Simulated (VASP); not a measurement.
# P (Cmce) in VASP: single point with PBE

Aim: the single point of P with PBE.

All numbers are computed with VASP 6.6.1; they aren't measurements. Logs are shortened: lines on timing, memory, paths and dates and some standing lists are left out, and cuts for length are marked.

**1. The cell of the first run**

It takes space group Cmce (No. 64, orthorhombic). The conventional cell has a = 3.287 Å, b = 10.427 Å, c = 4.350 Å, α = 90.00°, β = 90.00°, γ = 90.00°. Within 2.8 Å of P (site symmetry m) lie 3 P at 2.15 to 2.19 Å.

**2. Single point, PBE**

Contents of INCAR:

```
SYSTEM = P
PREC = Accurate
ENCUT = 520
EDIFF = 1E-6
ISMEAR = 0
SIGMA = 0.0237
LREAL = .FALSE.
LASPH = .TRUE.
NELM = 100
ALGO = Normal
ISIF = 2
LWAVE = .FALSE.
LCHARG = .FALSE.
GGA = PE
NBANDS = 18
```

Contents of KPOINTS:

```
regular mesh
0
G
  8 6 8
  0 0 0
```

Contents of POSCAR:

```
P
1.0
   -1.6435050700      0.0000000000      5.2135357300
    0.0000000000     -4.3495783800      0.0000000000
    1.6435050700      0.0000000000      5.2135357300
P
4
Direct
    0.0980000000      0.9100000000      0.0980000000
    0.5980000000      0.5900000000      0.5980000000
    0.9020000000      0.0900000000      0.9020000000
    0.4020000000      0.4100000000      0.4020000000
```

Potentials or basis: VASP PAW PBE potentials, release 64 (P).

Started as:

```
$ cat potpaw_PBE.64/P/POTCAR > POTCAR
$ mpirun -np 1 vasp_std > vasp.out
```

OUTCAR:

```text
SYSTEM = P
   PREC = Accurate
   ENCUT = 520
   EDIFF = 1E-6
   ISMEAR = 0
   LREAL = .FALSE.
   LASPH = .TRUE.
   NELM = 100
   ISIF = 2
   GGA = PE

 ion  position               nearest neighbor table
   1  0.098  0.910  0.098-   2 2.15   2 2.15   3 2.19
   2  0.598  0.590  0.598-   1 2.15   1 2.15   4 2.19
   3  0.902  0.090  0.902-   4 2.15   4 2.15   1 2.19
   4  0.402  0.410  0.402-   3 2.15   3 2.15   2 2.19

  LATTYP: Found a base centered orthorhombic cell.
 ALAT       =     3.2870101400
 B/A-ratio  =     3.1722054438
 C/A-ratio  =     1.3232628421

  Lattice vectors:

 A1 = (   1.6435050700,   0.0000000000,  -5.2135357300)
 A2 = (   1.6435050700,   0.0000000000,   5.2135357300)
 A3 = (   0.0000000000,  -4.3495783800,   0.0000000000)

Analysis of symmetry for initial positions (statically):
=====================================================================
 Subroutine PRICEL returns:
 Original cell was already a primitive cell.

 Routine SETGRP: Setting up the symmetry group for a
 base centered orthorhombic supercell.

 Subroutine GETGRP returns: Found  8 space group operations
 (whereof  4 operations were pure point group operations)
 out of a pool of  8 trial point group operations.

The static configuration has the point symmetry C_2h.
 The point group associated with its full space group is D_2h.

Analysis of symmetry for dynamics (positions and initial velocities):
=====================================================================
 Subroutine PRICEL returns:
 Original cell was already a primitive cell.

 Routine SETGRP: Setting up the symmetry group for a
 base centered orthorhombic supercell.

 Subroutine GETGRP returns: Found  8 space group operations
 (whereof  4 operations were pure point group operations)
 out of a pool of  8 trial point group operations.

The dynamic configuration has the point symmetry C_2h.
 The point group associated with its full space group is D_2h.

 Subroutine INISYM returns: Found  8 space group operations
 (whereof  4 operations are pure point group operations),
 and found     1 'primitive' translations

----------------------------------------------------------------------------------------

                                     Primitive cell

  volume of cell :      74.5385

  direct lattice vectors                    reciprocal lattice vectors
    -1.643505070  0.000000000  5.213535730    -0.304227842  0.000000000  0.095904205
     0.000000000 -4.349578380  0.000000000     0.000000000 -0.229907341  0.000000000
     1.643505070  0.000000000  5.213535730     0.304227842  0.000000000  0.095904205

  length of vectors
     5.466448913  4.349578380  5.466448913     0.318986201  0.229907341  0.318986201

  position of ions in fractional coordinates (direct lattice)
     0.098000000  0.910000000  0.098000000
     0.598000000  0.590000000  0.598000000
     0.902000000  0.090000000  0.902000000
     0.402000000  0.410000000  0.402000000

  ion indices of the primitive-cell ions
   primitive index   ion index
                 1           1
                 2           2
                 3           3
                 4           4

----------------------------------------------------------------------------------------

 KPOINTS: regular mesh

Automatic generation of k-mesh.
 Grid dimensions read from file:
 generate k-points for:    8    6    8

 Generating k-lattice:

  Cartesian coordinates                     Fractional coordinates (reciprocal lattice)
    -0.038028480  0.000000000  0.011988026     0.125000000  0.000000000  0.000000000
     0.000000000 -0.038317890  0.000000000     0.000000000  0.166666667  0.000000000
     0.038028480  0.000000000  0.011988026     0.000000000  0.000000000  0.125000000

  Length of vectors
     0.039873275  0.038317890  0.039873275

  Shift w.r.t. Gamma in fractional coordinates (k-lattice)
     0.000000000  0.000000000  0.000000000

 Subroutine IBZKPT returns following result:
 ===========================================

 Found     84 irreducible k-points:

 Following reciprocal coordinates:
            Coordinates               Weight
  0.000000  0.000000  0.000000      1.000000
  0.125000  0.000000 -0.000000      4.000000
  0.250000  0.000000 -0.000000      4.000000
  0.375000  0.000000 -0.000000      4.000000
  0.500000  0.000000 -0.000000      2.000000
  0.000000  0.166667  0.000000      2.000000
[... 16 lines left out ...]
  0.375000  0.000000  0.125000      4.000000
  0.500000  0.000000  0.125000      4.000000
 [... further k-points ...]
   k-points           NKPTS =     84   k-points in BZ     NKDIM =     84   number of bands    NBANDS=     18
   number of dos      NEDOS =    301   number of ions     NIONS =      4
   total plane-waves  NPLWV =  56448
   dimension x,y,z NGX =    42 NGY =   32 NGZ =   42
   dimension x,y,z NGXF=    84 NGYF=   64 NGZF=   84
   ions per type =               4
   NGX,Y,Z   is equivalent  to a cutoff of  12.77, 12.23, 12.77 a.u.
   NGXF,Y,Z  is equivalent  to a cutoff of  25.55, 24.46, 25.55 a.u.
 SYSTEM =  P
   PREC   = accura    normal or accurate (medium, high low for compatibility)
   ISTART =      0    job   : 0-new  1-cont  2-samecut
   ICHARG =      2    charge: 1-file 2-atom 10-const
   ISPIN  =      1    spin polarized calculation?
   LNONCOLLINEAR =      F non collinear calculations
   LSORBIT =      F    spin-orbit coupling
   LASPH  =      T    aspherical Exc in radial PAW
   ENCUT  =  520.0 eV  38.22 Ry    6.18 a.u.  10.16  8.09 10.16*2*pi/ulx,y,z
   NELM   =    100;   NELMIN=  2; NELMDL= -5     # of ELM steps
   EDIFF  = 0.1E-05   stopping-criterion for ELM
   LREAL  =      F    real-space projection
   EDIFFG = 0.1E-04   stopping-criterion for IOM
   NSW    =      0    number of steps for IOM
   IBRION =     -1    ionic relax: 0-MD 1-quasi-New 2-CG
   NFREE  =      0    steps in history (QN), initial steepest desc. (CG)
   ISIF   =      2    stress and relaxation
   ISYM   =      2    0-nonsym 1-usesym 2-fastsym
   POTIM  = 0.5000    time-step for ionic-motion
   TEBEG  =    0.0;   TEEND  =   0.0 temperature during run
   PSTRESS=    0.0 pullay stress
   NELECT =      20.0000    total number of electrons
   NUPDOWN=      -1.0000    fix difference up-down
   EMIN   =  10.00;   EMAX   =-10.00  energy-range for DOS
   EFERMI =   0.00;   METHOD = LEGACY
   ISMEAR =     0;   SIGMA  =   0.02  broadening in eV -4-tet -1-fermi 0-gaus
   EFERMI_NEDOS =   21; number of points for ismear=-14 and -15
   IALGO  =     38    algorithm
   IMIX   =      4    mixing-type and parameters
     AMIX     =   0.40;   BMIX     =  1.00
     AMIX_MAG =   1.60;   BMIX_MAG =  1.00
  volume/ion in A,a.u.               =      18.63       125.75
  Fermi-wavevector in a.u.,A,eV,Ry     =   1.055905  1.995370 15.169602  1.114934
  Thomas-Fermi vector in A             =   2.191120
   LORBIT       =      0    0 simple, 1 ext, 2 COOP (PROOUT), +10 PAW based schemes
   GGA     = PE    functional components
   LHFCALC =     F    Hartree Fock is set to
   AEXX    =    0.0000 exact exchange contribution
   IVDW    =     0    specifies the selected vdW correction
   LEPSILON=     F    determine dielectric tensor
   LRPA    =     F    only Hartree local field effects (RPA)
 non-spin polarized calculation
 Gauss-broadening in eV      SIGMA  =   0.02
  energy-cutoff  :      520.00
  volume of cell :       74.54
 maximum number of plane-waves:      2026
 NGX is ok and might be reduce to    42
   NGX = 21   NGY = 17   NGZ = 21

 number of electron      20.0000000 magnetization

 Free energy of the ion-electron system (eV)
  ---------------------------------------------------
  ext. energy  EPLUGINS =         0.00000000
  ---------------------------------------------------
  free energy    TOTEN  =       -21.28877729 eV

  energy without entropy =      -21.28877729  energy(sigma->0) =      -21.28877729

 E-fermi :   6.9857     XC(G=0):  -9.8676

 val. band max:        6.9125604076   @ k =   0.5000   0.0000   0.5000
 cond. band min:       7.0588661886   @ k =   0.5000   0.0000   0.5000
 fundamental gap:      0.1463057810
 Fermi energy:         6.9857118144

 k-point     1 :       0.0000    0.0000    0.0000
  band No.  band energies     occupation
      1      -9.5551      2.00000
      2      -6.4423      2.00000
      3      -2.9584      2.00000
      4      -0.3745      2.00000
      5       1.7739      2.00000
      6       2.2205      2.00000
[... 10 lines left out ...]
     17      13.9649      0.00000
     18      14.1939      0.00000

 k-point     2 :       0.1250    0.0000   -0.0000
  band No.  band energies     occupation
      1      -9.3583      2.00000
      2      -6.2644      2.00000
      3      -3.0902      2.00000
      4      -0.1937      2.00000
      5       1.3548      2.00000
      6       1.7116      2.00000
[... 10 lines left out ...]
     17      12.5434      0.00000
     18      14.1341      0.00000

 k-point     3 :       0.2500    0.0000   -0.0000
  band No.  band energies     occupation
      1      -8.7738      2.00000
      2      -5.7299      2.00000
      3      -3.7648      2.00000
      4      -0.1493      2.00000
      5       0.3147      2.00000
      6       0.5221      2.00000
[... 10 lines left out ...]
     17      11.9575      0.00000
     18      13.9420      0.00000

 k-point     4 :       0.3750    0.0000   -0.0000
  band No.  band energies     occupation
      1      -7.8228      2.00000
      2      -5.0915      2.00000
      3      -4.8374      2.00000
      4      -2.0027      2.00000
      5       0.6121      2.00000
      6       0.9624      2.00000
[... 375 lines left out ...]
      4      -0.0244      2.00000
      5       1.2852      2.00000
      6       1.7120      2.00000
[... 10 lines left out ...]
     17      12.6426      0.00000
     18      12.8406      0.00000

 k-point    23 :       0.3750    0.0000    0.1250
  band No.  band energies     occupation
      1      -8.7118      2.00000
      2      -5.8935      2.00000
      3      -3.7773      2.00000
      4      -0.0633      2.00000
      5       0.5377      2.00000
      6       0.5420      2.00000
[... 10 lines left out ...]
     17      11.9468      0.00000
     18      12.9540      0.00000

 k-point    24 :       0.5000    0.0000    0.1250
  band No.  band energies     occupation
      1      -7.7562      2.00000
      2      -5.1373      2.00000
      3      -5.0107      2.00000
      4      -1.8488      2.00000
      5       0.6115      2.00000
      6       1.1690      2.00000
[... 10 lines left out ...]
     17      13.4902      0.00000
     18      13.4990      0.00000

 [... further k-points ...]

------------------------ aborting loop because EDIFF is reached ----------------------------------------

  FORCE on cell =-STRESS in cart. coord.  units (eV):
  Direction    XX          YY          ZZ          XY          YZ          ZX
  --------------------------------------------------------------------------------------
  -------------------------------------------------------------------------------------
  Total        3.2545239      4.3262492      3.5544028      0.0000000     -0.0000000      0.0000000
  in kB       69.9547959     92.9911359     76.4005815      0.0000000     -0.0000000      0.0000000
  external PRESSURE =      79.7821711 kB  Pullay stress =       0.0000000 kB

 VOLUME and BASIS-vectors are now :
 -----------------------------------------------------------------------------
  energy-cutoff  :      520.00
  volume of cell :       74.54
      direct lattice vectors                 reciprocal lattice vectors
    -1.643505070  0.000000000  5.213535730    -0.304227842  0.000000000  0.095904205
     0.000000000 -4.349578380  0.000000000     0.000000000 -0.229907341  0.000000000
     1.643505070  0.000000000  5.213535730     0.304227842  0.000000000  0.095904205

 POSITION                                       TOTAL-FORCE (eV/Angst)
 -----------------------------------------------------------------------------------
      0.00000     -3.95812      1.02185         0.000000     -0.939822      0.647738
      0.00000     -2.56625      6.23539         0.000000      0.939822      0.647738
      0.00000     -0.39146      9.40522         0.000000      0.939822     -0.647738
      0.00000     -1.78333      4.19168         0.000000     -0.939822     -0.647738
 -----------------------------------------------------------------------------------
    total drift:                                0.000000      0.000000      0.000000

  FREE ENERGIE OF THE ION-ELECTRON SYSTEM (eV)
  ---------------------------------------------------
  free  energy   TOTEN  =       -21.2887772944 eV

  energy  without entropy=      -21.2887772893  energy(sigma->0) =      -21.28877729
```

Run time: 2.7 min. Hardware: 1 thread of Intel Xeon 8259CL, shared host; peak memory 0.25 GiB.

Results:

```
Free energy            : -21.2888 eV
Pressure               : 8.0 GPa
Largest force          : 1.141 eV/Å
Band gap on the k mesh : 0.15 eV
```

Forces in eV/Å, atoms in the order of the input:
```
P    0.000 -0.940  0.648
P    0.000  0.940  0.648
P    0.000  0.940 -0.648
P    0.000 -0.940 -0.648
```

Caveat: the cell stands under pressure; forces of over 1 eV/Å act on the atoms, so gaps and moduli don't describe the material at rest. A k mesh can miss the band edges.
